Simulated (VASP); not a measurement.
Set up this calculation in VASP 6.6.1, as the native input.

```
Task                   : single point
Functional             : BLYP
Dispersion             : D3(BJ)
Potentials or basis    : VASP PAW PBE potentials, release 64 (Al)
Cutoff                 : 520 eV
k mesh                 : 12 × 12 × 12
Occupations            : methfessel-paxton, width 0.15 eV
Spin                   : no spin polarisation
Dipole correction      : no
Further INCAR settings : ALGO = Normal; EDIFF = 1e-06; NBANDS = 8
```

The structure of Al lies in POSCAR:

```
Al
1.0
   -1.5862338344      1.5862338344      1.5862338344
    1.5862338344     -1.5862338344      1.5862338344
    1.5862338344      1.5862338344     -1.5862338344
Al
1
Direct
    0.0000000000      0.0000000000      0.0000000000
```

These files were run (other wordings do the same):

INCAR

```
PREC = Accurate ; ENCUT = 520
EDIFF = 1E-6 ; ISMEAR = 1
SIGMA = 0.15 ; LREAL = False
LASPH = True ; NELM = 60
ALGO = Normal ; ISIF = 2
LWAVE = False ; LCHARG = False
GGA = B5 ; ALDAX = 1.0
AGGAX = 1.0 ; AGGAC = 1.0
ALDAC = 0.0 ; IVDW = 12
VDW_S6 = 1.0 ; VDW_S8 = 2.6996
VDW_A1 = 0.4298 ; VDW_A2 = 4.2359
NBANDS = 8
```

KPOINTS

```
Automatic mesh
0
Gamma
  12 12 12
```

Potentials or basis: VASP PAW PBE potentials, release 64 (Al).

The run is started by

```console
$ cat potpaw_PBE.64/Al/POTCAR > POTCAR
$ mpirun -np 1 vasp_std > vasp.out
```

Results of the run:

| Item | Value |
| --- | --- |
| Pressure | 0.2 GPa |
| Dispersion energy per atom | -0.800 eV |

Caveat: the PAW data sets were made with another functional, which shifts forces and pressure a little; pairwise dispersion overbinds metals, which lowers pressure and volume.

Wall time 4.6 s on 1 thread of Intel(R) Xeon(R) 6975P-C (Granite Rapids) (shared host), peak memory 0.12 GiB.
